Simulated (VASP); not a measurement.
MnSb:

```xyz
4
Lattice="4.1500 0.0000 0.0000 -2.0750 3.5940 0.0000 0.0000 0.0000 5.7800" Properties=species:S:1:pos:R:3 pbc="T T T"
Sb    2.0750    1.1980    4.3350
Sb    0.0000    2.3960    1.4450
Mn    0.0000    0.0000    2.8900
Mn    0.0000    0.0000    0.0000
```

Base run:

```yaml
Program: VASP 6.6.1
Functional: PBEsol
Potentials_or_basis: VASP PAW PBE potentials, release 64 (Sb_d_GW, Mn_sv)
Cutoff: 680 eV
k_mesh: 6 × 6 × 4
Occupations: fermi-dirac, width 0.05 eV
Spin: collinear spin, ferromagnetic start
Starting_moments: "[0.0, 0.0, 3.0, 3.0] μB"
Fixed_moment: 6 μB
```

Its results: pressure -9.9 GPa; site moments Sb -0.17; Mn +2.98 μB.

Q: After a change of settings the same cell gave: pressure -2.2 GPa; site moments Sb -0.02; Mn +3.57 μB. Which change was it?
A. fixed moment from 6 μB to 12 μB; moments at the start from [0.0, 0.0, 3.0, 3.0] to [0.0, 0.0, 6.0, 6.0]
B. fixed moment from 6 μB to 4 μB; moments at the start from [0.0, 0.0, 3.0, 3.0] to [0.0, 0.0, 2.0, 2.0]
C. fixed moment from 6 μB to 8 μB; moments at the start from [0.0, 0.0, 3.0, 3.0] to [0.0, 0.0, 4.0, 4.0]

A: C.

Caveats: the PAW data sets were made with another functional, which shifts forces and pressure a little; the total moment is fixed, so each spin has its own Fermi level and the state may be an excited one; the run started ferromagnetic, and an antiferromagnetic order may lie lower in energy; the cell stands under tension (at least some runs).
